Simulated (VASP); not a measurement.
# Ga2Te2S (I4/mmm) in VASP: relaxation of cell and atoms with PBE

Aim: the relaxation of cell and atoms of Ga2Te2S with PBE.

All numbers are computed with VASP 6.6.1; they aren't measurements. Logs are shortened: lines on timing, memory, paths and dates and some standing lists are left out, and cuts for length are marked.

## Step 1: The cell of the first run

It takes space group I4/mmm (No. 139, tetragonal). Conventional cell: a = 4.329 Å, b = 4.329 Å, c = 13.698 Å, α = 90.00°, β = 90.00°, γ = 90.00°. Ga (site symmetry -4m2) has 4 Te at 2.80 Å and 4 Ga at 3.06 Å within 3.7 Å. Within 3.7 Å of Te (site symmetry 4mm) lie 4 Ga at 2.80 Å and 1 Te at 3.30 Å and 4 S at 3.48 Å. Within 4.6 Å of S (site symmetry 4/mmm) lie 8 Te at 3.48 Å and 8 Ga at 4.05 Å and 4 S at 4.33 Å.

The cell was generated, and may not be a known phase.

## Step 2: Relaxation of cell and atoms, PBE

The input, INCAR:

```
PREC = Accurate ; ENCUT = 600
EDIFF = 1E-6 ; ISMEAR = 0
SIGMA = 0.1 ; LREAL = F
LASPH = T ; NELM = 80
ALGO = Fast ; ISIF = 3
LWAVE = F ; LCHARG = F
GGA = PE ; IBRION = 2
NSW = 100 ; EDIFFG = -0.01
```

The input, KPOINTS:

```
regular mesh
0
Gamma
  12 12 12
```

The input, POSCAR:

```
Ga2Te2S
1.0
   -2.1646033491      2.1646033491      6.8492431054
    2.1646033491     -2.1646033491      6.8492431054
    2.1646033491      2.1646033491     -6.8492431054
Ga Te S
2 2 1
Direct
    0.2500000000      0.7500000000      0.5000000000
    0.7500000000      0.2500000000      0.5000000000
    0.3793995012      0.3793995012      0.0000000000
    0.6206004988      0.6206004988      0.0000000000
    0.0000000000      0.0000000000      0.0000000000
```

Potentials or basis: VASP PAW PBE potentials, release 64 (Ga_d, Te, S).

On the command line:

```
cat potpaw_PBE.64/Ga_d/POTCAR potpaw_PBE.64/Te/POTCAR potpaw_PBE.64/S/POTCAR > POTCAR
mpirun -np 1 vasp_std > vasp.out
```

OUTCAR:

```text
PREC = Accurate
   ENCUT = 600
   EDIFF = 1E-6
   ISMEAR = 0
   LREAL = F
   LASPH = T
   NELM = 80
   ISIF = 3
   GGA = PE
   IBRION = 2
   NSW = 100
   EDIFFG = -0.01

 ion  position               nearest neighbor table
   1  0.250  0.750  0.500-   4 2.80   3 2.80   3 2.80   4 2.80
   2  0.750  0.250  0.500-   4 2.80   3 2.80   3 2.80   4 2.80
   3  0.379  0.379  0.000-   1 2.80   2 2.80   1 2.80   2 2.80   4 3.30
   4  0.621  0.621  0.000-   1 2.80   2 2.80   1 2.80   2 2.80   3 3.30
   5  0.000  0.000  0.000-

  LATTYP: Found a body centered tetragonal cell.
 ALAT       =     4.3292066982
 C/A-ratio  =     3.1642023968

  Lattice vectors:

 A1 = (  -2.1646033491,   2.1646033491,   6.8492431054)
 A2 = (   2.1646033491,  -2.1646033491,   6.8492431054)
 A3 = (   2.1646033491,   2.1646033491,  -6.8492431054)

Analysis of symmetry for initial positions (statically):
=====================================================================
 Subroutine PRICEL returns:
 Original cell was already a primitive cell.

 Routine SETGRP: Setting up the symmetry group for a
 body centered tetragonal supercell.

 Subroutine GETGRP returns: Found 16 space group operations
 (whereof 16 operations were pure point group operations)
 out of a pool of 16 trial point group operations.

The static configuration has the point symmetry D_4h.

Analysis of symmetry for dynamics (positions and initial velocities):
=====================================================================
 Subroutine PRICEL returns:
 Original cell was already a primitive cell.

 Routine SETGRP: Setting up the symmetry group for a
 body centered tetragonal supercell.

 Subroutine GETGRP returns: Found 16 space group operations
 (whereof 16 operations were pure point group operations)
 out of a pool of 16 trial point group operations.

The dynamic configuration has the point symmetry D_4h.

 Subroutine INISYM returns: Found 16 space group operations
 (whereof 16 operations are pure point group operations),
 and found     1 'primitive' translations

----------------------------------------------------------------------------------------

                                     Primitive cell

  volume of cell :     128.3687

  direct lattice vectors                    reciprocal lattice vectors
    -2.164603349  2.164603349  6.849243105     0.000000000  0.230989202  0.073000767
     2.164603349 -2.164603349  6.849243105     0.230989202  0.000000000  0.073000767
     2.164603349  2.164603349 -6.849243105     0.230989202  0.230989202  0.000000000

  length of vectors
     7.502209437  7.502209437  7.502209437     0.242250126  0.242250126  0.326668062

  position of ions in fractional coordinates (direct lattice)
     0.250000000  0.750000000  0.500000000
     0.750000000  0.250000000  0.500000000
     0.379399501  0.379399501  0.000000000
     0.620600499  0.620600499  0.000000000
     0.000000000  0.000000000  0.000000000

  ion indices of the primitive-cell ions
   primitive index   ion index
                 1           1
                 2           2
                 3           3
                 4           4
                 5           5

----------------------------------------------------------------------------------------

 KPOINTS: regular mesh

Automatic generation of k-mesh.
 Grid dimensions read from file:
 generate k-points for:   12   12   12

 Generating k-lattice:

  Cartesian coordinates                     Fractional coordinates (reciprocal lattice)
     0.000000000  0.019249100  0.006083397     0.083333333  0.000000000 -0.000000000
     0.019249100  0.000000000  0.006083397     0.000000000  0.083333333 -0.000000000
     0.019249100  0.019249100  0.000000000     0.000000000  0.000000000  0.083333333

  Length of vectors
     0.020187510  0.020187510  0.027222339

  Shift w.r.t. Gamma in fractional coordinates (k-lattice)
     0.000000000  0.000000000  0.000000000

 Subroutine IBZKPT returns following result:
 ===========================================

 Found    163 irreducible k-points:

 Following reciprocal coordinates:
            Coordinates               Weight
  0.000000  0.000000  0.000000      1.000000
  0.083333 -0.000000  0.000000      8.000000
  0.166667  0.000000 -0.000000      8.000000
  0.250000  0.000000 -0.000000      8.000000
  0.333333  0.000000 -0.000000      8.000000
  0.416667  0.000000 -0.000000      8.000000
[... 16 lines left out ...]
  0.500000  0.166667  0.000000     16.000000
 -0.416667  0.166667  0.000000     16.000000
 [... further k-points ...]
   k-points           NKPTS =    163   k-points in BZ     NKDIM =    163   number of bands    NBANDS=     26
   number of dos      NEDOS =    301   number of ions     NIONS =      5
   total plane-waves  NPLWV = 216000
   dimension x,y,z NGX =    60 NGY =   60 NGZ =   60
   dimension x,y,z NGXF=   120 NGYF=  120 NGZF=  120
   ions per type =               2   2   1
   NGX,Y,Z   is equivalent  to a cutoff of  13.30, 13.30, 13.30 a.u.
   NGXF,Y,Z  is equivalent  to a cutoff of  26.59, 26.59, 26.59 a.u.
 SYSTEM =  unknown system
   PREC   = accura    normal or accurate (medium, high low for compatibility)
   ISTART =      0    job   : 0-new  1-cont  2-samecut
   ICHARG =      2    charge: 1-file 2-atom 10-const
   ISPIN  =      1    spin polarized calculation?
   LNONCOLLINEAR =      F non collinear calculations
   LSORBIT =      F    spin-orbit coupling
   LASPH  =      T    aspherical Exc in radial PAW
   ENCUT  =  600.0 eV  44.10 Ry    6.64 a.u.  14.98 14.98 14.98*2*pi/ulx,y,z
   NELM   =     80;   NELMIN=  2; NELMDL= -5     # of ELM steps
   EDIFF  = 0.1E-05   stopping-criterion for ELM
   LREAL  =      F    real-space projection
   EDIFFG = -.1E-01   stopping-criterion for IOM
   NSW    =    100    number of steps for IOM
   IBRION =      2    ionic relax: 0-MD 1-quasi-New 2-CG
   NFREE  =      1    steps in history (QN), initial steepest desc. (CG)
   ISIF   =      3    stress and relaxation
   ISYM   =      2    0-nonsym 1-usesym 2-fastsym
   POTIM  = 0.5000    time-step for ionic-motion
   TEBEG  =    0.0;   TEEND  =   0.0 temperature during run
   PSTRESS=    0.0 pullay stress
   NELECT =      44.0000    total number of electrons
   NUPDOWN=      -1.0000    fix difference up-down
   EMIN   =  10.00;   EMAX   =-10.00  energy-range for DOS
   EFERMI =   0.00;   METHOD = LEGACY
   ISMEAR =     0;   SIGMA  =   0.10  broadening in eV -4-tet -1-fermi 0-gaus
   EFERMI_NEDOS =   21; number of points for ismear=-14 and -15
   IALGO  =     68    algorithm
   IMIX   =      4    mixing-type and parameters
     AMIX     =   0.40;   BMIX     =  1.00
     AMIX_MAG =   1.60;   BMIX_MAG =  1.00
  volume/ion in A,a.u.               =      25.67       173.25
  Fermi-wavevector in a.u.,A,eV,Ry     =   1.145705  2.165068 17.859538  1.312639
  Thomas-Fermi vector in A             =   2.282392
   LORBIT       =      0    0 simple, 1 ext, 2 COOP (PROOUT), +10 PAW based schemes
   GGA     = PE    functional components
   LHFCALC =     F    Hartree Fock is set to
   AEXX    =    0.0000 exact exchange contribution
   IVDW    =     0    specifies the selected vdW correction
   LEPSILON=     F    determine dielectric tensor
   LRPA    =     F    only Hartree local field effects (RPA)
 conjugate gradient relaxation of ions
 non-spin polarized calculation
 RMM-DIIS sequential band-by-band and
 Gauss-broadening in eV      SIGMA  =   0.10
  energy-cutoff  :      600.00
  volume of cell :      128.37
 maximum number of plane-waves:      4315
   NGX = 29   NGY = 29   NGZ = 29

--------------------------------------- Ionic step        1  -------------------------------------------

 number of electron      44.0000005 magnetization

 Free energy of the ion-electron system (eV)
  ---------------------------------------------------
  ext. energy  EPLUGINS =         0.00000000
  ---------------------------------------------------
  free energy    TOTEN  =       -15.42418448 eV

  energy without entropy =      -15.41397131  energy(sigma->0) =      -15.41907789

------------------------ aborting loop because EDIFF is reached ----------------------------------------

  FORCE on cell =-STRESS in cart. coord.  units (eV):
  Direction    XX          YY          ZZ          XY          YZ          ZX
  --------------------------------------------------------------------------------------
  -------------------------------------------------------------------------------------
  Total       -0.0533399     -0.0533399      0.1012557      0.0000000      0.0000000      0.0000000
  in kB       -0.6657382     -0.6657382      1.2637787      0.0000000      0.0000000      0.0000000
  external PRESSURE =      -0.0225659 kB  Pullay stress =       0.0000000 kB
[... 141 lines left out ...]
  energy  without entropy=      -15.4149013349  energy(sigma->0) =      -15.41992278

--------------------------------------- Ionic step        5  -------------------------------------------

 number of electron      44.0000002 magnetization

 Free energy of the ion-electron system (eV)
  ---------------------------------------------------
  ext. energy  EPLUGINS =         0.00000000
  ---------------------------------------------------
  free energy    TOTEN  =       -15.42500409 eV

  energy without entropy =      -15.41498719  energy(sigma->0) =      -15.41999564

 E-fermi :   5.1228     XC(G=0):  -9.6746

 val. band max:        5.1207583863   @ k =  -0.2500   0.0833   0.0000
 cond. band min:       5.1266550346   @ k =  -0.1667   0.1667   0.0833
 fundamental gap:      0.0058966484
 Fermi energy:         5.1228447579

 k-point     1 :       0.0000    0.0000    0.0000
  band No.  band energies     occupation
      1     -10.1228      2.00000
      2     -10.1051      2.00000
      3     -10.0007      2.00000
      4      -9.9997      2.00000
      5      -9.9997      2.00000
      6      -9.9188      2.00000
[... 685 lines left out ...]
     25       7.5622      0.00000
     26       8.0506      0.00000

 [... further k-points ...]
[... 5 lines left out ...]
  --------------------------------------------------------------------------------------
  -------------------------------------------------------------------------------------
  Total       -0.0211945     -0.0211945      0.0051632      0.0000000     -0.0000000     -0.0000000
  in kB       -0.2653807     -0.2653807      0.0646489      0.0000000     -0.0000000     -0.0000000
  external PRESSURE =      -0.1553708 kB  Pullay stress =       0.0000000 kB
[... 20 lines left out ...]
  FREE ENERGIE OF THE ION-ELECTRON SYSTEM (eV)
  ---------------------------------------------------
  free  energy   TOTEN  =       -15.4250040910 eV

  energy  without entropy=      -15.4149871941  energy(sigma->0) =      -15.41999564

 reached required accuracy - stopping structural energy minimisation
```

It took 1.6 h on 1 thread of Oxide Virtual Turin-like, shared host; peak memory 0.98 GiB.

What came out:

| Property | Result |
| --- | --- |
| Free energy | -15.4250 eV |
| Relaxed volume | 25.59 Å³/atom |
| Relaxed cell | a = 7.524 Å, b = 7.524 Å, c = 7.524 Å, α = 146.69°, β = 146.69°, γ = 47.82° |
| Space group after relaxing (to 0.1 Å) | I4/mmm (No. 139) |
| Energy gained by relaxing | 0.2 meV/atom |
| Ionic steps | 5 |
| Pressure after relaxing | 0.0 GPa |
| Band gap on the k mesh | zero (bands 22 and 23 overlap by 0.94 eV) |

Forces on the atoms (eV/Å):
```
Ga   0.000  0.000  0.000
Ga   0.000  0.000  0.000
Te   0.000  0.000  0.003
Te   0.000  0.000 -0.003
S    0.000  0.000  0.000
```

The path:
| step | energy change (eV) | largest force (eV/Å) | pressure (GPa) | volume (Å³) |
| --- | --- | --- | --- | --- |
| 1 | 0.0000 | 0.0331 | 0.00 | 128.37 |
| 2 | -0.0002 | 0.0233 | -0.03 | 128.36 |
| 3 | -0.0006 | 0.0075 | -0.13 | 128.34 |
| 4 | -0.0008 | 0.0013 | -0.06 | 128.11 |
| 5 | -0.0008 | 0.0027 | -0.02 | 127.96 |

Final structure:
```xyz
5
Lattice="-2.1565 2.1565 6.8785 2.1565 -2.1565 6.8785 2.1565 2.1565 -6.8785" Properties=species:S:1:pos:R:3 pbc="T T T"
Ga    2.1565    0.0000    3.4392
Ga    0.0000    2.1565    3.4392
Te    0.0000    0.0000    5.2273
Te    0.0000    0.0000    8.5297
S     0.0000    0.0000    0.0000
```

Caveat: spin-orbit coupling is left out, which moves the levels of the heavy elements.
